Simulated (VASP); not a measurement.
Set up this calculation in VASP 6.6.1, as the native input.

- Task: single point
- Functional: PBEsol
- Potentials or basis: VASP PAW PBE potentials, release 64 (Ti_sv, O)
- Cutoff: 520 eV
- k mesh: 18 × 18 × 14
- Occupations: methfessel-paxton, width 0.3 eV
- Spin: no spin polarisation
- Dipole correction: no
- Further INCAR settings: ALGO = Normal; EDIFF = 1e-07; NBANDS = 16

The structure of TiO lies in POSCAR:

```
TiO
1.0
    3.0309987015      0.0000000000      0.0000000000
   -1.5154993507      2.6249218743      0.0000000000
    0.0000000000      0.0000000000      3.2377000000
Ti O
1 1
Direct
    0.6666666667      0.3333333333      0.0000000000
    0.0000000000      0.0000000000      0.5000000000
```

These files were run (other wordings do the same):

INCAR

```
SYSTEM = TiO
PREC = Accurate ; ENCUT = 520
EDIFF = 1E-7 ; ISMEAR = 1
SIGMA = 0.3 ; LREAL = .FALSE.
LASPH = .TRUE. ; NELM = 100
ALGO = Normal ; ISIF = 2
LWAVE = .FALSE. ; LCHARG = .TRUE.
GGA = PS ; LELF = .TRUE.
LVHAR = .TRUE. ; NBANDS = 16
```

KPOINTS

```
Automatic mesh
0
G
  18 18 14
  0 0 0
```

Potentials or basis: VASP PAW PBE potentials, release 64 (Ti_sv, O).

The run is started by

```bash
$ cat potpaw_PBE.64/Ti_sv/POTCAR potpaw_PBE.64/O/POTCAR > POTCAR
$ mpirun -np 1 vasp_std > vasp.out
```

It gave:

- Pressure: -40.4 GPa
- Band gap on the k mesh: 0.03 eV

Caveat: the stress differs along the axes, from -54 to -34 GPa; the smearing spreads over this small gap; the PAW data sets were made with another functional, which shifts forces and pressure a little.

Wall time 64 s on 1 thread of Intel(R) Xeon(R) Platinum 8488C (Sapphire Rapids) (shared host), peak memory 0.23 GiB.
